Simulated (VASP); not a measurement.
Set up this calculation in VASP 6.6.1, as the native input.

| Quantity | Value |
| --- | --- |
| Task | single point |
| Functional | PBEsol |
| Potentials or basis | VASP PAW PBE potentials, release 64 (Cd, Zn, Ge_d, P) |
| Cutoff | 520 eV |
| k mesh | 1 × 1 × 1, shifted |
| Occupations | fermi-dirac, width 0.05 eV |
| Spin | no spin polarisation |
| Dipole correction | no |
| Further INCAR settings | LREAL = Auto; ALGO = Normal; EDIFF = 1e-06; NBANDS = 326; ISYM = 0 |

The structure of Zn3Cd13Ge16P32 lies in POSCAR:

```
Zn3Cd13Ge16P32
1.0
   11.3169580000     -0.0006030000     -0.0002130000
   -0.0006030000     11.3169580000     -0.0002130000
   -0.0002010000     -0.0002010000     10.8132970000
Cd Zn Ge P
13 3 16 32
Direct
    0.9961310000      0.0054530000      0.9961960000
    0.9992930000      0.4992170000      0.0010030000
    0.4967890000      0.9999520000      0.9978800000
    0.5007350000      0.5025020000      0.9994710000
    0.0009620000      0.2528720000      0.2486390000
    0.5031390000      0.7511710000      0.2500900000
    0.2527080000      0.0011330000      0.7494640000
    0.2466360000      0.4975900000      0.7471390000
    0.7501280000      0.9984900000      0.7499560000
    0.7501450000      0.5000310000      0.7502990000
    0.2486410000      0.2490600000      0.5019250000
    0.2495510000      0.7506690000      0.4996080000
    0.7522250000      0.2507930000      0.5008410000
    0.0018400000      0.7523450000      0.2498580000
    0.4968450000      0.2483390000      0.2491860000
    0.7532350000      0.7482350000      0.5035450000
    0.0009710000      0.9998410000      0.5010520000
    0.0003740000      0.4992120000      0.4983570000
    0.4985120000      0.9990740000      0.4981690000
    0.4990460000      0.5000520000      0.5026770000
    0.2515430000      0.9998610000      0.2491910000
    0.2508140000      0.4970170000      0.2502560000
    0.7483690000      0.9988900000      0.2473920000
    0.7529280000      0.5002190000      0.2522360000
    0.2520440000      0.2508990000      0.9999630000
    0.2488790000      0.7462850000      0.0031690000
    0.7506920000      0.2498870000      0.0016730000
    0.7514650000      0.7516590000      0.0005510000
    0.0001900000      0.2510980000      0.7490680000
    0.0016270000      0.7508050000      0.7497440000
    0.4999850000      0.2454420000      0.7477940000
    0.5027520000      0.7491340000      0.7458810000
    0.1348180000      0.1248870000      0.1268230000
    0.1410680000      0.6249370000      0.1237540000
    0.6356320000      0.1245330000      0.1266000000
    0.6353270000      0.6247960000      0.1242590000
    0.1120760000      0.1269820000      0.6262360000
    0.1119190000      0.6240510000      0.6228310000
    0.6118470000      0.1212830000      0.6223910000
    0.6146540000      0.6234220000      0.6234160000
    0.3603450000      0.3774120000      0.1260770000
    0.3625160000      0.8729320000      0.1220180000
    0.8597120000      0.3768220000      0.1285800000
    0.8644400000      0.8744880000      0.1248530000
    0.3769150000      0.1093040000      0.3749390000
    0.3746140000      0.6097400000      0.3756500000
    0.8746630000      0.1136680000      0.3762340000
    0.8735080000      0.6143550000      0.3755840000
    0.1220380000      0.3875820000      0.3731710000
    0.1232930000      0.8852830000      0.3763500000
    0.6218930000      0.3843150000      0.3743970000
    0.6273740000      0.8860000000      0.3731280000
    0.1288320000      0.3653570000      0.8733020000
    0.1253150000      0.8629880000      0.8749580000
    0.6243010000      0.3612630000      0.8746650000
    0.6215870000      0.8629400000      0.8730100000
    0.3857990000      0.3715770000      0.6254900000
    0.3871830000      0.8774200000      0.6228780000
    0.8876480000      0.3752030000      0.6257870000
    0.8901750000      0.8745970000      0.6235490000
    0.3744230000      0.1380540000      0.8716970000
    0.3759980000      0.6368820000      0.8760500000
    0.8742240000      0.1362970000      0.8741910000
    0.8765900000      0.6359460000      0.8752260000
```

The input as run:

INCAR

```
  PREC = Accurate
  ENCUT = 520
  EDIFF = 1E-6
  ISMEAR = -1
  SIGMA = 0.05
  LREAL = Auto
  LASPH = True
  NELM = 60
  ALGO = Normal
  ISIF = 2
  LWAVE = False
  LCHARG = False
  GGA = PS
  NBANDS = 326
  ISYM = 0
  LUSENCCL = False
```

KPOINTS

```
Automatic mesh
0
Gamma
  1 1 1
  0.25 0.25 0.25
```

Potentials or basis: VASP PAW PBE potentials, release 64 (Cd, Zn, Ge_d, P).

Run with:

```console
$ cat potpaw_PBE.64/Cd/POTCAR potpaw_PBE.64/Zn/POTCAR potpaw_PBE.64/Ge_d/POTCAR potpaw_PBE.64/P/POTCAR > POTCAR
$ mpirun -np 1 vasp_std > vasp.out
```

Results of the run:

- Pressure: 0.5 GPa
- Largest force: 1.411 eV/Å
- Band gap on the k mesh: 1.43 eV

Caveat: the k points lie up to 0.58 Å⁻¹ apart; the PAW data sets were made with another functional, which shifts forces and pressure a little; a shifted mesh leaves out Γ, where band edges can lie.

It took 2.3 min on 1 × NVIDIA H100 80GB with 1 thread of AMD EPYC 7R13 Processor (Zen 3), on a shared host, peak memory 1.9 GiB.
